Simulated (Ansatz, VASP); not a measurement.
# Two plane-wave programs on KGe2

Contents of INCAR:

```
PREC = Accurate
ENCUT = 600
EDIFF = 1E-7
ISMEAR = 0
SIGMA = 0.1
LREAL = F
LASPH = T
NELM = 80
ALGO = Normal
ISIF = 3
LWAVE = F
LCHARG = F
GGA = PE
IVDW = 12
IBRION = 2
NSW = 90
EDIFFG = -0.04
```

The input KPOINTS:

```
Automatic mesh
0
Gamma
  4 4 4
```

The input POSCAR:

```
KGe2
1.0
    2.2578542800     -6.1802043700      0.0000000000
    2.2578542800      6.1802043700      0.0000000000
    0.0000000000      0.0000000000      4.5157085700
K Ge
1 2
Direct
    0.0000000000      0.0000000000      0.0000000000
    0.6189363700      0.3810636300      0.5000000000
    0.3810636300      0.6189363700      0.5000000000
```

Input for Ansatz:

```yaml
crystal:
  lattice:
    - [2.25785428, -6.18020437, 0.0]
    - [2.25785428, 6.18020437, 0.0]
    - [0.0, 0.0, 4.51570857]
  atoms:
    - { symbol: K, position: [0.0, 0.0, 0.0] }
    - { symbol: Ge, position: [0.61893637, 0.38106363, 0.5] }
    - { symbol: Ge, position: [0.38106363, 0.61893637, 0.5] }
basis:
  ecutwfc: 420
kpoints:
  mp_grid: { grid: [4, 4, 4] }
hamiltonian:
  xc: pbe
  dispersion: d3bj
scf:
  occupations: { method: gaussian, width: 0.1 }
  lower_state_search: "off"
output:
  forces: true
  stress: true
  eigenvalues: true
relax:
  adjacent_minimum: "off"
  f_tol: 0.04
  max_steps: 70
  cell: { stress_tol: 0.4 }
```

Alike in both runs: task relaxation of cell and atoms; functional PBE; dispersion D3(BJ); k mesh 4 × 4 × 4; occupations gaussian, width 0.1 eV; no spin polarisation.

|  | VASP | Ansatz |
| --- | --- | --- |
| version | VASP 6.6.1 | Ansatz 0.2.0 |
| potentials or method | VASP PAW PBE potentials, release 64 (K_sv, Ge_d), cutoff 600 eV | scalar-relativistic, plane waves, PAW |
| valence electrons in the cell | 37 | 37 |

|  | VASP | Ansatz | Ansatz less VASP |
| --- | --- | --- | --- |
| gap on the k mesh at the Fermi level, each at its own relaxed structure (eV) | none | none | - |
| relaxed volume (Å³/atom) | 27.62 | 28.36 | +0.732 |
| relaxed cell length with the largest relative difference (Å) | 3.709 | 4.491 | +0.7822 |

A gap of «none» marks a metal or a gap that the smearing closes. One of these differences is far larger than is usual between the two programs; its cause wasn't traced.

The k mesh is coarse, so the values compare programs but aren't converged. Noted on VASP's run: the volume moved by over 15 % at a fixed basis, so the end points are rough.
